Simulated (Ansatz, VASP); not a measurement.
**Two plane-wave programs on ZnSnN2**

File INCAR:

```
SYSTEM = ZnSnN2
  ALGO = Normal
  EDIFF = 1E-6
  ENCUT = 520
  GGA = PS
  ISIF = 2
  ISMEAR = -1
  ISPIN = 2
  LASPH = .TRUE.
  LCHARG = .FALSE.
  LORBIT = 11
  LREAL = .FALSE.
  LWAVE = .FALSE.
  MAGMOM = 0 0 0 0
  NBANDS = 30
  NELM = 150
  PREC = Accurate
  SIGMA = 0.02
```

The input KPOINTS:

```
k-points
0
G
  6 6 4
  0 0 0
```

The input POSCAR:

```
ZnSnN2
1.0
    3.2065606148      0.0000000000      0.0000000000
    0.0000000000      3.2065606148      0.0000000000
    0.0000000000      0.0000000000      4.3142270821
Zn N Sn
1 2 1
Direct
    0.0000000000      0.0000000000      0.0000000000
    0.0000000000      0.0000000000      0.5000000000
    0.5000000000      0.5000000000      0.0000000000
    0.5000000000      0.5000000000      0.5000000000
```

Input for Ansatz:

```yaml
crystal:
  lattice:
    - [3.2065606148, 0.0, 0.0]
    - [0.0, 3.2065606148, 0.0]
    - [0.0, 0.0, 4.3142270821]
  atoms:
    - { symbol: Zn, position: [0.0, 0.0, 0.0] }
    - { symbol: "N", position: [0.0, 0.0, 0.5] }
    - { symbol: Sn, position: [0.5, 0.5, 0.5] }
    - { symbol: "N", position: [0.5, 0.5, 0.0] }
kpoints:
  mp_grid: { grid: [6, 6, 4] }
hamiltonian:
  xc: pbesol
scf:
  occupations: { method: fermi_dirac, width: 0.02 }
  n_extra_bands: 5
  max_iter: 82
output:
  forces: true
  stress: true
  eigenvalues: true
magnetization:
  spin_polarized: true
  initial_magnetization: 6.0
```

Alike in both runs: task single point; functional PBEsol; k mesh 6 × 6 × 4; occupations fermi-dirac, width 0.02 eV; collinear spin.

|  | VASP | Ansatz |
| --- | --- | --- |
| version | VASP 6.6.1 | Ansatz 0.2.0 |
| potentials or method | VASP PAW PBE potentials, release 64 (Zn, N, Sn_d) | plane waves |
| plane-wave cutoff (eV) | 520 | 420 |
| valence electrons in the cell | 36 | 36 |

```csv
,VASP,Ansatz,Ansatz less VASP
gap on the k mesh at the Fermi level (eV),none,none,-
pressure (GPa),0.5,0.0,-0.54
net moment per atom (μB),0.00,0.00,0.000
```

VASP's potentials were made for PBE, not for PBEsol. A gap of «none» marks a metal or a gap that the smearing closes. Ansatz's warnings: moment headroom below auto, seeded moment not kept.

The k mesh is coarse, so the values compare programs but aren't converged.
